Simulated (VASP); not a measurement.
SrO:

```
Sr O
1.0
     4.10947    0.00000    0.00000
    -2.05474    3.69795    0.00000
     0.00000    0.00000    5.14446
Sr O
2 2
Direct
  0.33672 0.67344 0.25000
  0.66328 0.32656 0.75000
  0.66475 0.32949 0.25000
  0.33525 0.67051 0.75000
```

This cell differs from its parent crystal: uniaxial x strain -3.8%.

Base run:

| Property | Result |
| --- | --- |
| Program | VASP 6.6.1 |
| Functional | PBE |
| Potentials or basis | VASP PAW PBE potentials, release 64 (Sr_sv, O) |
| Cutoff | 520 eV |
| k mesh | 12 × 12 × 6 |
| Occupations | fermi-dirac, width 0.02 eV |
| Spin | no spin polarisation |

Its results: band gap on the k mesh 2.82 eV, indirect (the least direct gap lies 5.0 meV higher); pressure 4.8 GPa.

Task: The run is repeated on the same cell with these changes: functional from PBE to r2SCAN; occupations from fermi-dirac, width 0.02 eV to gaussian, width 0.01 eV. What comes out?

Result: Band gap on the k mesh 3.20 eV, indirect (least direct gap 3.21 eV); pressure 3.6 GPa.

Caveats: the PAW data sets were made with another functional, which shifts forces and pressure a little (some runs).

A k mesh can miss the band edges.
